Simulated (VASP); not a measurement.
# ZnS (Imm2) in VASP: a series of runs

The runs below take ZnS through single point, with PBE.

Everything below comes from runs of VASP 6.6.1. Logs are shortened: lines on timing, memory, paths and dates and some standing lists are left out, and cuts for length are marked.

### 1 The cell of the first run

Symmetry: Imm2, No. 44, orthorhombic system. Conventional cell: a = 3.810 Å, b = 3.849 Å, c = 5.476 Å, α = 90.00°, β = 90.00°, γ = 90.00°. Zn (site symmetry mm2) has 4 S at 2.35 to 2.36 Å within 3.1 Å. Within 3.1 Å of S (site symmetry mm2) lie 4 Zn at 2.35 to 2.36 Å.

### 2 Single point, PBE

The input, INCAR:

```
SYSTEM = ZnS
PREC     = Accurate       ! precision mode
ENCUT    = 520            ! plane-wave cutoff, eV
EDIFF    = 1E-6           ! SCF threshold, eV
ISMEAR   = 0              ! smearing method
SIGMA    = 0.02           ! smearing width, eV
LREAL    = .FALSE.        ! projectors in reciprocal space
LASPH    = .TRUE.         ! aspherical terms in the spheres
NELM     = 80             ! most SCF steps
ALGO     = Normal         ! electronic algorithm
ISIF     = 2              ! what is computed and relaxed
LWAVE    = .FALSE.        ! write WAVECAR
LCHARG   = .FALSE.        ! write CHGCAR
GGA      = PE             ! functional
NBANDS   = 26             ! bands
```

The input, KPOINTS:

```
Automatic mesh
0
G
  8 8 6
  0 0 0
```

The input, POSCAR:

```
ZnS
1.0
    2.6939428673      2.6939428673      0.0000000000
   -2.7215419772      2.7215419772      0.0000000000
    0.0000000000      0.0000000000      5.4760116772
Zn S
2 2
Direct
    0.0000000000      0.0000000000      0.0008679727
    0.5000000000      0.5000000000      0.5008679727
    0.5000000000      0.0000000000      0.7491320273
    0.0000000000      0.5000000000      0.2491320273
```

Potentials or basis: VASP PAW PBE potentials, release 64 (Zn, S).

Run with:

```sh
$ cat potpaw_PBE.64/Zn/POTCAR potpaw_PBE.64/S/POTCAR > POTCAR
$ mpirun -np 1 vasp_std > vasp.out
```

OUTCAR:

```text
SYSTEM = ZnS
   PREC = Accurate
   ENCUT = 520
   EDIFF = 1E-6
   ISMEAR = 0
   LREAL = .FALSE.
   LASPH = .TRUE.
   NELM = 80
   ISIF = 2
   GGA = PE

 ion  position               nearest neighbor table
   1  0.000  0.000  0.001-   3 2.35   3 2.35   4 2.36   4 2.36
   2  0.500  0.500  0.501-   4 2.35   4 2.35   3 2.36   3 2.36
   3  0.500  0.000  0.749-   1 2.35   1 2.35   2 2.36   2 2.36
   4  0.000  0.500  0.249-   2 2.35   2 2.35   1 2.36   1 2.36

  LATTYP: Found a simple orthorhombic cell.
 ALAT       =     3.8098105392
 B/A-ratio  =     1.0102448757
 C/A-ratio  =     1.4373448813

  Lattice vectors:

 A1 = (   2.6939428673,   2.6939428673,   0.0000000000)
 A2 = (  -2.7215419772,   2.7215419772,   0.0000000000)
 A3 = (   0.0000000000,   0.0000000000,   5.4760116772)

Analysis of symmetry for initial positions (statically):
=====================================================================
 Subroutine PRICEL returns following result:

  LATTYP: Found a body centered orthorhombic cell.
 ALAT       =     3.8098105392
 B/A-ratio  =     1.0102448757
 C/A-ratio  =     1.4373448813

  Lattice vectors:

 A1 = (   0.0137995549,  -2.7077424222,  -2.7380058386)
 A2 = (  -0.0137995549,   2.7077424222,  -2.7380058386)
 A3 = (   2.7077424222,  -0.0137995549,   2.7380058386)

   2 primitive cells build up your supercell.

 Routine SETGRP: Setting up the symmetry group for a
 simple orthorhombic supercell.

 Subroutine GETGRP returns: Found  4 space group operations
 (whereof  4 operations were pure point group operations)
 out of a pool of  8 trial point group operations.

The static configuration has the point symmetry C_2v.

Analysis of symmetry for dynamics (positions and initial velocities):
=====================================================================
 Subroutine PRICEL returns following result:

  LATTYP: Found a body centered orthorhombic cell.
 ALAT       =     3.8098105392
 B/A-ratio  =     1.0102448757
 C/A-ratio  =     1.4373448813

  Lattice vectors:

 A1 = (   0.0137995549,  -2.7077424222,  -2.7380058386)
 A2 = (  -0.0137995549,   2.7077424222,  -2.7380058386)
 A3 = (   2.7077424222,  -0.0137995549,   2.7380058386)

   2 primitive cells build up your supercell.

 Routine SETGRP: Setting up the symmetry group for a
 simple orthorhombic supercell.

 Subroutine GETGRP returns: Found  4 space group operations
 (whereof  4 operations were pure point group operations)
 out of a pool of  8 trial point group operations.

The dynamic configuration has the point symmetry C_2v.

 Subroutine INISYM returns: Found  4 space group operations
 (whereof  4 operations are pure point group operations),
 and found     2 'primitive' translations

----------------------------------------------------------------------------------------

                                     Primitive cell

  volume of cell :      40.1484

  direct lattice vectors                    reciprocal lattice vectors
     0.013799555 -2.707742422 -2.738005839     0.183719378 -0.183719378 -0.182614658
    -0.013799555  2.707742422 -2.738005839     0.185601560  0.185601560 -0.182614658
     2.707742422 -0.013799555  2.738005839     0.369320939  0.001882182  0.000000000

  length of vectors
     3.850809710  3.850809710  3.850809710     0.317574768  0.319756144  0.369325735

  position of ions in fractional coordinates (direct lattice)
     0.999132027  0.999132027  0.000000000
     0.250867973  0.750867973  0.500000000

  ion indices of the primitive-cell ions
   primitive index   ion index
                 1           1
                 2           4

----------------------------------------------------------------------------------------

 KPOINTS: Automatic mesh

Automatic generation of k-mesh.
 Grid dimensions read from file:
 generate k-points for:    8    8    6

 Generating k-lattice:

  Cartesian coordinates                     Fractional coordinates (reciprocal lattice)
     0.023200195  0.023200195  0.000000000     0.125000000  0.000000000  0.000000000
    -0.022964922  0.022964922  0.000000000     0.000000000  0.125000000  0.000000000
     0.000000000  0.000000000  0.030435776     0.000000000  0.000000000  0.166666667

  Length of vectors
     0.032810031  0.032477305  0.030435776

  Shift w.r.t. Gamma in fractional coordinates (k-lattice)
     0.000000000  0.000000000  0.000000000

 Subroutine IBZKPT returns following result:
 ===========================================

 Found    100 irreducible k-points:

 Following reciprocal coordinates:
            Coordinates               Weight
  0.000000  0.000000  0.000000      1.000000
  0.125000  0.000000  0.000000      2.000000
  0.250000  0.000000  0.000000      2.000000
  0.375000  0.000000  0.000000      2.000000
  0.500000  0.000000  0.000000      1.000000
  0.000000  0.125000  0.000000      2.000000
[... 16 lines left out ...]
  0.250000  0.500000  0.000000      2.000000
  0.375000  0.500000  0.000000      2.000000
 [... further k-points ...]
   k-points           NKPTS =    100   k-points in BZ     NKDIM =    100   number of bands    NBANDS=     26
   number of dos      NEDOS =    301   number of ions     NIONS =      4
   total plane-waves  NPLWV =  35280
   dimension x,y,z NGX =    28 NGY =   30 NGZ =   42
   dimension x,y,z NGXF=    56 NGYF=   60 NGZF=   84
   ions per type =               2   2
   NGX,Y,Z   is equivalent  to a cutoff of  12.22, 12.96, 12.75 a.u.
   NGXF,Y,Z  is equivalent  to a cutoff of  24.44, 25.92, 25.50 a.u.
 SYSTEM =  ZnS
   PREC   = accura    normal or accurate (medium, high low for compatibility)
   ISTART =      0    job   : 0-new  1-cont  2-samecut
   ICHARG =      2    charge: 1-file 2-atom 10-const
   ISPIN  =      1    spin polarized calculation?
   LNONCOLLINEAR =      F non collinear calculations
   LSORBIT =      F    spin-orbit coupling
   LASPH  =      T    aspherical Exc in radial PAW
   ENCUT  =  520.0 eV  38.22 Ry    6.18 a.u.   7.08  7.16 10.18*2*pi/ulx,y,z
   NELM   =     80;   NELMIN=  2; NELMDL= -5     # of ELM steps
   EDIFF  = 0.1E-05   stopping-criterion for ELM
   LREAL  =      F    real-space projection
   EDIFFG = 0.1E-04   stopping-criterion for IOM
   NSW    =      0    number of steps for IOM
   IBRION =     -1    ionic relax: 0-MD 1-quasi-New 2-CG
   NFREE  =      0    steps in history (QN), initial steepest desc. (CG)
   ISIF   =      2    stress and relaxation
   ISYM   =      2    0-nonsym 1-usesym 2-fastsym
   POTIM  = 0.5000    time-step for ionic-motion
   TEBEG  =    0.0;   TEEND  =   0.0 temperature during run
   PSTRESS=    0.0 pullay stress
   NELECT =      36.0000    total number of electrons
   NUPDOWN=      -1.0000    fix difference up-down
   EMIN   =  10.00;   EMAX   =-10.00  energy-range for DOS
   EFERMI =   0.00;   METHOD = LEGACY
   ISMEAR =     0;   SIGMA  =   0.02  broadening in eV -4-tet -1-fermi 0-gaus
   EFERMI_NEDOS =   21; number of points for ismear=-14 and -15
   IALGO  =     38    algorithm
   IMIX   =      4    mixing-type and parameters
     AMIX     =   0.40;   BMIX     =  1.00
     AMIX_MAG =   1.60;   BMIX_MAG =  1.00
  volume/ion in A,a.u.               =      20.07       135.47
  Fermi-wavevector in a.u.,A,eV,Ry     =   1.252977  2.367783 21.360482  1.569951
  Thomas-Fermi vector in A             =   2.386852
   LORBIT       =      0    0 simple, 1 ext, 2 COOP (PROOUT), +10 PAW based schemes
   GGA     = PE    functional components
   LHFCALC =     F    Hartree Fock is set to
   AEXX    =    0.0000 exact exchange contribution
   IVDW    =     0    specifies the selected vdW correction
   LEPSILON=     F    determine dielectric tensor
   LRPA    =     F    only Hartree local field effects (RPA)
 non-spin polarized calculation
 Gauss-broadening in eV      SIGMA  =   0.02
  energy-cutoff  :      520.00
  volume of cell :       80.30
 maximum number of plane-waves:      2184
   NGX = 15   NGY = 15   NGZ = 21

 number of electron      35.9999977 magnetization

 Free energy of the ion-electron system (eV)
  ---------------------------------------------------
  ext. energy  EPLUGINS =         0.00000000
  ---------------------------------------------------
  free energy    TOTEN  =       -13.70226610 eV

  energy without entropy =      -13.70226610  energy(sigma->0) =      -13.70226610

 E-fermi :   2.0838     XC(G=0):  -9.5483

 val. band max:        1.9850238595   @ k =   0.0000   0.0000   0.0000
 cond. band min:       3.9817530491   @ k =   0.0000   0.0000   0.0000
 fundamental gap:      1.9967291896
 Fermi energy:         2.0838243256

 k-point     1 :       0.0000    0.0000    0.0000
  band No.  band energies     occupation
      1     -11.0744      2.00000
      2      -9.8909      2.00000
      3      -4.3375      2.00000
      4      -4.3294      2.00000
      5      -4.3259      2.00000
      6      -4.3196      2.00000
[... 18 lines left out ...]
     25      12.7206      0.00000
     26      13.6050      0.00000

 k-point     2 :       0.1250    0.0000    0.0000
  band No.  band energies     occupation
      1     -10.9964      2.00000
      2      -9.8882      2.00000
      3      -4.3235      2.00000
      4      -4.3136      2.00000
      5      -4.3096      2.00000
      6      -4.3002      2.00000
[... 18 lines left out ...]
     25      12.1062      0.00000
     26      12.9774      0.00000

 k-point     3 :       0.2500    0.0000    0.0000
  band No.  band energies     occupation
      1     -10.7810      2.00000
      2      -9.9032      2.00000
      3      -4.3146      2.00000
      4      -4.2792      2.00000
      5      -4.2641      2.00000
      6      -4.2411      2.00000
[... 18 lines left out ...]
     25      11.2447      0.00000
     26      11.6816      0.00000

 k-point     4 :       0.3750    0.0000    0.0000
  band No.  band energies     occupation
      1     -10.4840      2.00000
      2      -9.9910      2.00000
      3      -4.2512      2.00000
      4      -4.2295      2.00000
      5      -4.2139      2.00000
      6      -4.2121      2.00000
[... 18 lines left out ...]
     25      10.2593      0.00000
     26      10.6142      0.00000

 k-point     5 :       0.5000    0.0000    0.0000
  band No.  band energies     occupation
      1     -10.1928      2.00000
      2     -10.1928      2.00000
      3      -4.2098      2.00000
      4      -4.2098      2.00000
      5      -4.1710      2.00000
      6      -4.1710      2.00000
[... 18 lines left out ...]
     25       9.8178      0.00000
     26       9.8178      0.00000

 k-point     6 :       0.0000    0.1250    0.0000
  band No.  band energies     occupation
      1     -10.9986      2.00000
      2      -9.8910      2.00000
      3      -4.3275      2.00000
      4      -4.3113      2.00000
      5      -4.3079      2.00000
      6      -4.2997      2.00000
[... 427 lines left out ...]
 k-point    21 :       0.0000    0.5000    0.0000
  band No.  band energies     occupation
      1     -10.2120      2.00000
      2     -10.2120      2.00000
      3      -4.2073      2.00000
      4      -4.2073      2.00000
      5      -4.1708      2.00000
      6      -4.1708      2.00000
[... 18 lines left out ...]
     25       9.8895      0.00000
     26       9.8895      0.00000

 k-point    22 :       0.1250    0.5000    0.0000
  band No.  band energies     occupation
      1     -10.1657      2.00000
      2     -10.1657      2.00000
      3      -4.2094      2.00000
      4      -4.2094      2.00000
      5      -4.1713      2.00000
      6      -4.1713      2.00000
[... 18 lines left out ...]
     25      11.0782      0.00000
     26      11.0782      0.00000

 k-point    23 :       0.2500    0.5000    0.0000
  band No.  band energies     occupation
      1     -10.0493      2.00000
      2     -10.0493      2.00000
      3      -4.2711      2.00000
      4      -4.2711      2.00000
      5      -4.0958      2.00000
      6      -4.0958      2.00000
[... 18 lines left out ...]
     25      12.3367      0.00000
     26      12.3462      0.00000

 k-point    24 :       0.3750    0.5000    0.0000
  band No.  band energies     occupation
      1      -9.9255      2.00000
      2      -9.9255      2.00000
      3      -4.3194      2.00000
      4      -4.3194      2.00000
      5      -4.0207      2.00000
      6      -4.0207      2.00000
[... 18 lines left out ...]
     25      13.0547      0.00000
     26      13.0769      0.00000

 [... further k-points ...]
[... 5 lines left out ...]
  --------------------------------------------------------------------------------------
  -------------------------------------------------------------------------------------
  Total        0.3032898      0.3032898      0.0720399      0.2372219      0.0000000      0.0000000
  in kB        6.0516063      6.0516063      1.4374278      4.7333379      0.0000000      0.0000000
  external PRESSURE =       4.5135468 kB  Pullay stress =       0.0000000 kB

 VOLUME and BASIS-vectors are now :
 -----------------------------------------------------------------------------
  energy-cutoff  :      520.00
  volume of cell :       80.30
      direct lattice vectors                 reciprocal lattice vectors
     2.693942867  2.693942867  0.000000000     0.185601560  0.185601560  0.000000000
    -2.721541977  2.721541977  0.000000000    -0.183719378  0.183719378  0.000000000
     0.000000000  0.000000000  5.476011677     0.000000000  0.000000000  0.182614658

 POSITION                                       TOTAL-FORCE (eV/Angst)
 -----------------------------------------------------------------------------------
      0.00000      0.00000      0.00475         0.000000      0.000000      0.000411
     -0.01380      2.70774      2.74276        -0.000000     -0.000000      0.000411
      1.34697      1.34697      4.10226         0.000000      0.000000     -0.000411
     -1.36077      1.36077      1.36425         0.000000      0.000000     -0.000411
 -----------------------------------------------------------------------------------
    total drift:                                0.000000     -0.000000      0.000248

  FREE ENERGIE OF THE ION-ELECTRON SYSTEM (eV)
  ---------------------------------------------------
  free  energy   TOTEN  =       -13.7022660961 eV

  energy  without entropy=      -13.7022660961  energy(sigma->0) =      -13.70226610
```

Wall time 94 s (1 thread of AMD EPYC 9R45 (Zen 5), shared host); peak memory 0.26 GiB.

What came out:

```
Free energy            : -13.7023 eV
Pressure               : 0.5 GPa
Band gap on the k mesh : 2.00 eV
```

(Continued in part 2 of 2.)
